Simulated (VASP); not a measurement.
Input of a VASP 6.6.1 run:

Contents of INCAR:

```
PREC = Accurate
ENCUT = 520
EDIFF = 1E-6
ISMEAR = 1
SIGMA = 0.05
LREAL = False
LASPH = True
NELM = 150
ALGO = Normal
ISIF = 2
LWAVE = False
LCHARG = False
ISPIN = 2
MAGMOM = 2 2 2
LORBIT = 11
LMAXMIX = 4
GGA = PE
NBANDS = 29
```

File KPOINTS:

```
regular mesh
0
Gamma
  12 12 18
```

File POSCAR:

```
Cr
1.0
    4.2331483111      0.0000000000      0.0000000000
   -2.1165741556      3.6660139754      0.0000000000
    0.0000000000      0.0000000000      2.2910902838
Cr
3
Direct
    0.0000000000      0.0000000000      0.0000000000
    0.3333333333      0.6666666667      0.5000000000
    0.6666666667      0.3333333333      0.5000000000
```

Potentials or basis: VASP PAW PBE potentials, release 64 (Cr_pv).

Run with:

```sh
$ cat potpaw_PBE.64/Cr_pv/POTCAR > POTCAR
$ mpirun -np 1 vasp_std > vasp.out
```

Predict the site moments.

Cr +0.06, +0.21 (each value once) μB.

What does it give for the pressure?

-0.5 GPa.

Stress tensor (GPa, compression positive):
```
-0.24  0.00  0.00
 0.00 -0.24  0.00
 0.00  0.00 -1.10
```
